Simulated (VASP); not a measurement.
Write the native input for VASP 6.6.1 that does the following.

- Task: single point
- Functional: PBE0
- Potentials or basis: VASP PAW PBE potentials, release 64 (Rb_sv, Cl)
- Cutoff: 400 eV
- k mesh: 4 × 4 × 4
- Occupations: gaussian, width 0.01 eV
- Spin: no spin polarisation
- Dipole correction: no
- Grid for exact exchange (PRECFOCK): Normal
- Further INCAR settings: ALGO = Normal; EDIFF = 1e-06; NBANDS = 15

Crystal: RbCl.

```xyz
2
Lattice="0.0000 3.3058 3.3058 3.3058 0.0000 3.3058 3.3058 3.3058 0.0000" Properties=species:S:1:pos:R:3 pbc="T T T"
Rb    0.0000    0.0000    0.0000
Cl    3.3058    3.3058    3.3058
```

One way to write it, as run:

POSCAR

```
RbCl
1.0
    0.0000000000      3.3058125293      3.3058125293
    3.3058125293      0.0000000000      3.3058125293
    3.3058125293      3.3058125293      0.0000000000
Rb Cl
1 1
Direct
    0.0000000000      0.0000000000      0.0000000000
    0.5000000000      0.5000000000      0.5000000000
```

INCAR.step1

```
ALGO = Normal ; EDIFF = 1E-5
ENCUT = 400 ; GGA = PE
GGA_COMPAT = F ; ISIF = 2
ISMEAR = 0 ; LASPH = T
LCHARG = F ; LREAL = F
LWAVE = T ; NBANDS = 15
NELM = 120 ; PREC = Accurate
SIGMA = 0.01
```

INCAR.step2

```
AEXX = 0.25 ; ALGO = Normal
EDIFF = 1E-6 ; ENCUT = 400
GGA = PE ; GGA_COMPAT = F
ISIF = 2 ; ISMEAR = 0
ISTART = 1 ; LASPH = T
LCHARG = F ; LHFCALC = T
LREAL = F ; LWAVE = F
NBANDS = 15 ; NELM = 120
PREC = Accurate ; PRECFOCK = Normal
SIGMA = 0.01
```

KPOINTS

```
k-points
0
Gamma
  4 4 4
```

Potentials or basis: VASP PAW PBE potentials, release 64 (Rb_sv, Cl).

Launch:

```bash
$ cat potpaw_PBE.64/Rb_sv/POTCAR potpaw_PBE.64/Cl/POTCAR > POTCAR
$ cp INCAR.step1 INCAR
$ mpirun -np 1 vasp_std > vasp.out
$ cp INCAR.step2 INCAR
$ mpirun -np 1 vasp_std > vasp.out
```

Results of the run:

| Quantity | Value |
| --- | --- |
| Pressure | 0.3 GPa |
| Band gap on the k mesh | 7.00 eV, direct |

Caveat: the PAW data sets were made with another functional, which shifts forces and pressure a little.

Run time: 93 s on 1 thread of Intel(R) Xeon(R) 6975P-C (Granite Rapids) (shared host), peak memory 0.17 GiB.
